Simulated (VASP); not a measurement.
# CuO (P-1) in VASP: single point with PBEsol

Aim: the single point of CuO with PBEsol.

Everything below comes from runs of VASP 6.6.1. Logs are shortened: lines on timing, memory, paths and dates and some standing lists are left out, and cuts for length are marked.

## (1) The cell of the first run

The typed cell holds 8 atoms: a = 2.793 Å, b = 4.938 Å, c = 5.023 Å, α = 97.61°, β = 93.35°, γ = 104.16°.

## (2) Single point, PBEsol

INCAR reads:

```
SYSTEM = CuO
PREC = Accurate ; ENCUT = 820
EDIFF = 1E-6 ; ISMEAR = -1
SIGMA = 0.05 ; LREAL = .FALSE.
LASPH = .TRUE. ; NELM = 120
ALGO = Normal ; ISIF = 2
LWAVE = .FALSE. ; LCHARG = .FALSE.
GGA = PS ; NBANDS = 60
GGA_COMPAT = .FALSE.
```

KPOINTS reads:

```
regular mesh
0
G
  9 5 5
  0 0 0
```

POSCAR reads:

```
CuO
1.0
   -2.3717911538      1.4680629060      0.1342203236
    1.1453167170     -0.0074812298     -4.8030056711
   -2.3835133232     -4.4202300682      0.1221253686
Cu O
4 4
Direct
    0.2499993606      0.0000017225      0.2500001163
    0.7499997027     -0.0000012331      0.7500014637
    0.9999984290      0.4999950796      0.4999962662
    0.5000002802      0.5000043116      1.0000009932
    0.6635423049      0.7497743487      0.3325991624
    0.1635438756      0.7497760361      0.8326030132
    0.8364563383      0.2502270803      0.1674032241
    0.3364597388      0.2502226343      0.6673957909
```

Potentials or basis: VASP PAW PBE potentials, release 64 (Cu_sv_GW, O).

Command:

```console
$ cat potpaw_PBE.64/Cu_sv_GW/POTCAR potpaw_PBE.64/O/POTCAR > POTCAR
$ mpirun -np 1 vasp_std > vasp.out
```

OUTCAR:

```text
SYSTEM = CuO
   PREC = Accurate
   ENCUT = 820
   EDIFF = 1E-6
   ISMEAR = -1
   LREAL = .FALSE.
   LASPH = .TRUE.
   NELM = 120
   ISIF = 2
   GGA = PS

 ion  position               nearest neighbor table
   1  0.250  0.000  0.250-   7 1.90   5 1.90   7 1.95   5 1.95   8 2.26   6 2.26
   2  0.750  1.000  0.750-   6 1.90   8 1.90   6 1.95   8 1.95   5 2.26   7 2.26
   3  1.000  0.500  0.500-   7 1.90   6 1.90   8 1.96   5 1.96   8 2.24   5 2.24
   4  0.500  0.500  0.000-   5 1.90   8 1.90   6 1.96   7 1.96   6 2.24   7 2.24
   5  0.664  0.750  0.333-   1 1.90   4 1.90   1 1.95   3 1.96   3 2.24   2 2.26
   6  0.164  0.750  0.833-   2 1.90   3 1.90   2 1.95   4 1.96   4 2.24   1 2.26
   7  0.836  0.250  0.167-   1 1.90   3 1.90   1 1.95   4 1.96   4 2.24   2 2.26
   8  0.336  0.250  0.667-   2 1.90   4 1.90   2 1.95   3 1.96   3 2.24   1 2.26

  LATTYP: Found a triclinic cell.
 ALAT       =     2.7926004133
 B/A-ratio  =     2.0063837808
 C/A-ratio  =     1.8059589900
 COS(alpha) =     0.0114500866
 COS(beta)  =     0.3142947023
 COS(gamma) =     0.4460292967

  Lattice vectors:

 A1 = (   2.3717911538,  -1.4680629060,  -0.1342203236)
 A2 = (   4.7553044770,   2.9521671622,  -0.2563456922)
 A3 = (   1.2264744368,  -1.4605816762,   4.6687853475)

Analysis of symmetry for initial positions (statically):
=====================================================================
 Subroutine PRICEL returns:
 Original cell was already a primitive cell.

 Routine SETGRP: Setting up the symmetry group for a
 triclinic supercell.

 Subroutine GETGRP returns: Found  2 space group operations
 (whereof  1 operations were pure point group operations)
 out of a pool of  2 trial point group operations.

The static configuration has the point symmetry C_1 .
 The point group associated with its full space group is S_2 .

Analysis of symmetry for dynamics (positions and initial velocities):
=====================================================================
 Subroutine PRICEL returns:
 Original cell was already a primitive cell.

 Routine SETGRP: Setting up the symmetry group for a
 triclinic supercell.

 Subroutine GETGRP returns: Found  2 space group operations
 (whereof  1 operations were pure point group operations)
 out of a pool of  2 trial point group operations.

The dynamic configuration has the point symmetry C_1 .
 The point group associated with its full space group is S_2 .

 Subroutine INISYM returns: Found  2 space group operations
 (whereof  1 operations are pure point group operations),
 and found     1 'primitive' translations

----------------------------------------------------------------------------------------

                                     Primitive cell

  volume of cell :      66.2754

  direct lattice vectors                    reciprocal lattice vectors
    -2.371791154  1.468062906  0.134220324    -0.320349639  0.170623701 -0.076655806
     1.145316717 -0.007481230 -4.803005671    -0.011657000  0.000456581 -0.210983380
    -2.383513323 -4.420230068  0.122125369    -0.106375959 -0.169565176 -0.025102117

  length of vectors
     2.792600413  4.937678587  5.023393696     0.370961523  0.211305658  0.201738221

  position of ions in fractional coordinates (direct lattice)
     0.249999361  0.000001723  0.250000116
     0.749999703  0.999998767  0.750001464
     0.999998429  0.499995080  0.499996266
     0.500000280  0.500004312  0.000000993
     0.663542305  0.749774349  0.332599162
     0.163543876  0.749776036  0.832603013
     0.836456338  0.250227080  0.167403224
     0.336459739  0.250222634  0.667395791

  ion indices of the primitive-cell ions
   primitive index   ion index
                 1           1
                 2           2
                 3           3
                 4           4
                 5           5
                 6           6
                 7           7
                 8           8

----------------------------------------------------------------------------------------

 KPOINTS: regular mesh

Automatic generation of k-mesh.
 Grid dimensions read from file:
 generate k-points for:    9    5    5

 Generating k-lattice:

  Cartesian coordinates                     Fractional coordinates (reciprocal lattice)
    -0.035594404  0.018958189 -0.008517312     0.111111111 -0.000000000 -0.000000000
    -0.002331400  0.000091316 -0.042196676     0.000000000  0.200000000  0.000000000
    -0.021275192 -0.033913035 -0.005020423     0.000000000 -0.000000000  0.200000000

  Length of vectors
     0.041217947  0.042261132  0.040347644

  Shift w.r.t. Gamma in fractional coordinates (k-lattice)
     0.000000000  0.000000000  0.000000000

 Subroutine IBZKPT returns following result:
 ===========================================

 Found    113 irreducible k-points:

 Following reciprocal coordinates:
            Coordinates               Weight
  0.000000  0.000000  0.000000      1.000000
  0.111111  0.000000  0.000000      2.000000
  0.222222  0.000000  0.000000      2.000000
  0.333333  0.000000  0.000000      2.000000
  0.444444  0.000000  0.000000      2.000000
  0.000000  0.200000  0.000000      2.000000
[... 16 lines left out ...]
 -0.111111  0.400000 -0.000000      2.000000
  0.000000  0.000000  0.200000      2.000000
 [... further k-points ...]
   k-points           NKPTS =    113   k-points in BZ     NKDIM =    113   number of bands    NBANDS=     60
   number of dos      NEDOS =    301   number of ions     NIONS =      8
   total plane-waves  NPLWV =  64512
   dimension x,y,z NGX =    28 NGY =   48 NGZ =   48
   dimension x,y,z NGXF=    56 NGYF=   96 NGZF=   96
   ions per type =               4   4
   NGX,Y,Z   is equivalent  to a cutoff of  16.67, 16.16, 15.89 a.u.
   NGXF,Y,Z  is equivalent  to a cutoff of  33.34, 32.32, 31.77 a.u.
 SYSTEM =  CuO
   PREC   = accura    normal or accurate (medium, high low for compatibility)
   ISTART =      0    job   : 0-new  1-cont  2-samecut
   ICHARG =      2    charge: 1-file 2-atom 10-const
   ISPIN  =      1    spin polarized calculation?
   LNONCOLLINEAR =      F non collinear calculations
   LSORBIT =      F    spin-orbit coupling
   LASPH  =      T    aspherical Exc in radial PAW
   ENCUT  =  820.0 eV  60.27 Ry    7.76 a.u.   6.52 11.53 11.73*2*pi/ulx,y,z
   NELM   =    120;   NELMIN=  2; NELMDL= -5     # of ELM steps
   EDIFF  = 0.1E-05   stopping-criterion for ELM
   LREAL  =      F    real-space projection
   EDIFFG = 0.1E-04   stopping-criterion for IOM
   NSW    =      0    number of steps for IOM
   IBRION =     -1    ionic relax: 0-MD 1-quasi-New 2-CG
   NFREE  =      0    steps in history (QN), initial steepest desc. (CG)
   ISIF   =      2    stress and relaxation
   ISYM   =      2    0-nonsym 1-usesym 2-fastsym
   POTIM  = 0.5000    time-step for ionic-motion
   TEBEG  =    0.0;   TEEND  =   0.0 temperature during run
   PSTRESS=    0.0 pullay stress
   NELECT =     100.0000    total number of electrons
   NUPDOWN=      -1.0000    fix difference up-down
   EMIN   =  10.00;   EMAX   =-10.00  energy-range for DOS
   EFERMI =   0.00;   METHOD = LEGACY
   ISMEAR =    -1;   SIGMA  =   0.05  broadening in eV -4-tet -1-fermi 0-gaus
   EFERMI_NEDOS =   21; number of points for ismear=-14 and -15
   IALGO  =     38    algorithm
   IMIX   =      4    mixing-type and parameters
     AMIX     =   0.40;   BMIX     =  1.00
     AMIX_MAG =   1.60;   BMIX_MAG =  1.00
  volume/ion in A,a.u.               =       8.28        55.91
  Fermi-wavevector in a.u.,A,eV,Ry     =   1.877691  3.548321 47.970358  3.525722
  Thomas-Fermi vector in A             =   2.921904
   LORBIT       =      0    0 simple, 1 ext, 2 COOP (PROOUT), +10 PAW based schemes
   GGA     = PS    functional components
   LHFCALC =     F    Hartree Fock is set to
   AEXX    =    0.0000 exact exchange contribution
   IVDW    =     0    specifies the selected vdW correction
   LEPSILON=     F    determine dielectric tensor
   LRPA    =     F    only Hartree local field effects (RPA)
 non-spin polarized calculation
  energy-cutoff  :      820.00
  volume of cell :       66.28
 maximum number of plane-waves:      3556
 NGX is ok and might be reduce to    28
   NGX = 13   NGY = 23   NGZ = 23

 number of electron     100.0000018 magnetization

 Free energy of the ion-electron system (eV)
  ---------------------------------------------------
  ext. energy  EPLUGINS =         0.00000000
  ---------------------------------------------------
  free energy    TOTEN  =       -41.80741799 eV

  energy without entropy =      -41.77291809  energy(sigma->0) =      -41.79016804

 E-fermi :   8.2424     XC(G=0): -13.9181

 val. band max:        8.2373522608   @ k =   0.3333   0.4000   0.2000
 cond. band min:       8.2454026126   @ k =   0.4444   0.4000   0.4000
 fundamental gap:      0.0080503518
 Fermi energy:         8.2424307077

 k-point     1 :       0.0000    0.0000    0.0000
  band No.  band energies     occupation
      1    -104.2001      2.00000
      2    -104.1982      2.00000
      3    -104.1607      2.00000
      4    -104.1588      2.00000
      5     -61.9291      2.00000
      6     -61.9275      2.00000
[... 52 lines left out ...]
     59      19.4865      0.00000
     60      20.4310      0.00000

 k-point     2 :       0.1111    0.0000    0.0000
  band No.  band energies     occupation
      1    -104.1999      2.00000
      2    -104.1981      2.00000
      3    -104.1606      2.00000
      4    -104.1587      2.00000
      5     -61.9306      2.00000
      6     -61.9288      2.00000
[... 52 lines left out ...]
     59      19.4463      0.00000
     60      19.9994      0.00000

 k-point     3 :       0.2222    0.0000    0.0000
  band No.  band energies     occupation
      1    -104.1993      2.00000
      2    -104.1978      2.00000
      3    -104.1600      2.00000
      4    -104.1585      2.00000
      5     -61.9344      2.00000
      6     -61.9321      2.00000
[... 1312 lines left out ...]
     59      19.3805      0.00000
     60      21.2886      0.00000

 k-point    24 :       0.0000    0.0000    0.2000
  band No.  band energies     occupation
      1    -104.1999      2.00000
      2    -104.1984      2.00000
      3    -104.1606      2.00000
      4    -104.1590      2.00000
      5     -61.9290      2.00000
      6     -61.9277      2.00000
[... 52 lines left out ...]
     59      19.0161      0.00000
     60      20.4882      0.00000

 [... further k-points ...]
[... 5 lines left out ...]
  --------------------------------------------------------------------------------------
  -------------------------------------------------------------------------------------
  Total       12.1411857     12.1182095     12.1330886     -0.0027974      0.0002582      0.0262428
  in kB      293.5075391    292.9520985    293.3117936     -0.0676252      0.0062426      0.6344067
  external PRESSURE =     293.2571437 kB  Pullay stress =       0.0000000 kB

 VOLUME and BASIS-vectors are now :
 -----------------------------------------------------------------------------
  energy-cutoff  :      820.00
  volume of cell :       66.28
      direct lattice vectors                 reciprocal lattice vectors
    -2.371791154  1.468062906  0.134220324    -0.320349639  0.170623701 -0.076655806
     1.145316717 -0.007481230 -4.803005671    -0.011657000  0.000456581 -0.210983380
    -2.383513323 -4.420230068  0.122125369    -0.106375959 -0.169565176 -0.025102117

 POSITION                                       TOTAL-FORCE (eV/Angst)
 -----------------------------------------------------------------------------------
     -1.18882     -0.73804      0.06408        -0.000000      0.000000     -0.000000
     -2.42117     -2.22161     -4.61074         0.000000      0.000000      0.000000
     -2.99088     -0.74578     -2.20620         0.001362      0.001593     -0.000368
     -0.61324      0.73029     -2.33441        -0.001362     -0.001593      0.000368
     -1.50781     -0.50165     -3.47149        -0.000242     -0.011138      0.000594
     -1.51368     -3.44581     -3.47755        -0.000098     -0.010837      0.000899
     -2.09632      0.48614     -1.06913         0.000242      0.011138     -0.000594
     -2.10217     -2.45797     -1.07516         0.000098      0.010837     -0.000899
 -----------------------------------------------------------------------------------
    total drift:                               -0.152338     -0.202119      0.165594

  FREE ENERGIE OF THE ION-ELECTRON SYSTEM (eV)
  ---------------------------------------------------
  free  energy   TOTEN  =       -41.8074179886 eV

  energy  without entropy=      -41.7729180894  energy(sigma->0) =      -41.79016804
```

Run time: 13 min. Hardware: 1 thread of Intel Xeon 6975P-C (Granite Rapids), shared host; peak memory 0.76 GiB.

Results:

```
Free energy            : -41.8074 eV
Pressure               : 29.3 GPa
Largest force          : 0.011 eV/Å
Band gap on the k mesh : zero (bands 50 and 51 overlap by 0.60 eV)
```

Forces on the atoms (eV/Å):
```
Cu   0.000  0.000  0.000
Cu   0.000  0.000  0.000
Cu   0.001  0.002  0.000
Cu  -0.001 -0.002  0.000
O    0.000 -0.011  0.001
O    0.000 -0.011  0.001
O    0.000  0.011 -0.001
O    0.000  0.011 -0.001
```

Caveat: the cell stands under pressure; the PAW data sets were made with another functional, which shifts forces and pressure a little; semilocal functionals often make such compounds metallic where correlation or magnetic order opens a gap, which also shifts bond lengths. With open d or f shells a metallic result of PBEsol can be an artefact of self-interaction; +U or a hybrid may open a gap.
